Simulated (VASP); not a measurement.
## Mg8O9 (a cell with a defect): single point with PBEsol

The system is Mg8O9 (a cell with a defect).

```
CELL_PARAMETERS angstrom
0.00000 3.89000 3.89000
3.89000 0.00000 3.89000
3.89000 3.89000 0.00000
ATOMIC_POSITIONS crystal
Mg 0.97434 0.01131 0.97418
Mg 0.95427 0.03138 0.50422
Mg 0.99717 0.50202 0.96976
Mg 0.00104 0.50588 0.47768
Mg 0.47968 0.98452 0.99904
Mg 0.48369 0.98855 0.48323
Mg 0.50644 0.47921 0.97419
Mg 0.52651 0.45914 0.50421
O 0.23418 0.24985 0.23320
O 0.24661 0.24061 0.73163
O 0.24040 0.74518 0.39038
O 0.24044 0.74529 0.75397
O 0.74041 0.24527 0.23164
O 0.74039 0.24521 0.74703
O 0.74500 0.73903 0.23320
O 0.73576 0.75146 0.73162
O 0.24033 0.74516 0.14549
```

```yaml
Program: VASP 6.6.1
Task: single point
Functional: PBEsol
Potentials_or_basis: VASP PAW PBE potentials, release 64 (Mg, O)
Cutoff: 520 eV
k_mesh: 2 × 2 × 2
Occupations: gaussian, width 0.05 eV
Spin: collinear spin, zero start
Starting_moments: "[0.0, 0.0, 0.0, 0.0, 0.0, 0.0, 0.0, 0.0, 0.0, 0.0, 0.0, 0.0, 0.0, 0.0, 0.0, 0.0, 0.0] μB"
Dipole_correction: no
Further_INCAR_settings: LREAL = Auto; ALGO = Normal; EDIFF = 1e-06; NBANDS = 53
```

```json
{
 "Pressure": "96.1 GPa",
 "Largest force": "0.865 eV/Å",
 "Band gap on the k mesh": "5.81 eV",
 "Net moment": "0.00 μB per cell",
 "Valence electrons inside the program's atomic spheres": "Mg 0.75, 0.77, 0.62, 0.60; O 5.25, 5.30, 5.26, 5.35"
}
```

Forces on the atoms (eV/Å):
```
Mg   0.108 -0.139  0.000
Mg  -0.009  0.216 -0.002
Mg   0.187  0.186 -0.079
Mg   0.030  0.031  0.067
Mg   0.030  0.030 -0.065
Mg   0.186  0.185  0.077
Mg  -0.154  0.108 -0.001
Mg   0.214  0.006 -0.001
O    0.034  0.175  0.027
O    0.173  0.035 -0.029
O   -0.229 -0.249  0.002
O   -0.247 -0.250 -0.002
O    0.139  0.137 -0.001
O   -0.059 -0.066  0.002
O    0.173  0.037  0.030
O    0.034  0.174 -0.028
O   -0.609 -0.615  0.004
```

Stress tensor (GPa, compression positive):
```
107.40   0.18   0.01
  0.18 107.41   0.00
  0.01   0.00  73.62
```

Levels at points of the mesh, in eV from the valence-band top:
Spin up:
| k point | band 32 | band 33 | band 34 | band 35 | band 36 | band 37 | band 38 | band 39 |
| --- | --- | --- | --- | --- | --- | --- | --- | --- |
| (0.00, 0.00, 0.00) | -1.90 | -1.58 | -1.50 | -1.41 | 5.81 | 7.06 | 7.18 | 7.43 |
| (0.50, 0.00, 0.00) | -1.93 | -1.90 | -1.75 | -0.29 | 7.48 | 7.61 | 8.27 | 8.93 |
| (0.00, 0.50, 0.00) | -1.93 | -1.90 | -1.75 | -0.29 | 7.48 | 7.61 | 8.27 | 8.93 |
| (0.00, 0.00, 0.50) | -1.90 | -1.23 | -0.88 | -0.68 | 6.03 | 7.75 | 7.81 | 8.84 |
| (0.50, 0.50, 0.50) | -1.90 | -1.23 | -0.88 | -0.68 | 6.03 | 7.75 | 7.81 | 8.84 |
| (0.50, 0.50, 0.00) | -2.23 | -2.21 | -0.69 | 0.00 | 7.48 | 9.02 | 9.19 | 9.43 |
| (0.00, 0.50, 0.50) | -1.98 | -1.30 | -0.72 | -0.69 | 6.06 | 9.08 | 9.24 | 9.52 |
| (0.50, 0.00, 0.50) | -1.98 | -1.30 | -0.72 | -0.69 | 6.06 | 9.08 | 9.24 | 9.52 |
Spin down:
```tsv
k point	band 33	band 34	band 35	band 36	band 37	band 38
(0.00, 0.00, 0.00)	-1.58	-1.50	-1.41	5.81	7.06	7.18
(0.50, 0.00, 0.00)	-1.90	-1.75	-0.29	7.48	7.61	8.27
(0.00, 0.50, 0.00)	-1.90	-1.75	-0.29	7.48	7.61	8.27
(0.00, 0.00, 0.50)	-1.23	-0.88	-0.68	6.03	7.75	7.81
(0.50, 0.50, 0.50)	-1.23	-0.88	-0.68	6.03	7.75	7.81
(0.50, 0.50, 0.00)	-2.21	-0.69	0.00	7.48	9.02	9.19
(0.00, 0.50, 0.50)	-1.30	-0.72	-0.69	6.06	9.08	9.24
(0.50, 0.00, 0.50)	-1.30	-0.72	-0.69	6.06	9.08	9.24
```

It took 2.7 min on 1 thread of Intel(R) Xeon(R) 6975P-C (Granite Rapids), on a shared host, peak memory 0.33 GiB.

Caveat: the k points lie up to 0.70 Å⁻¹ apart; the PAW data sets were made with another functional, which shifts forces and pressure a little.
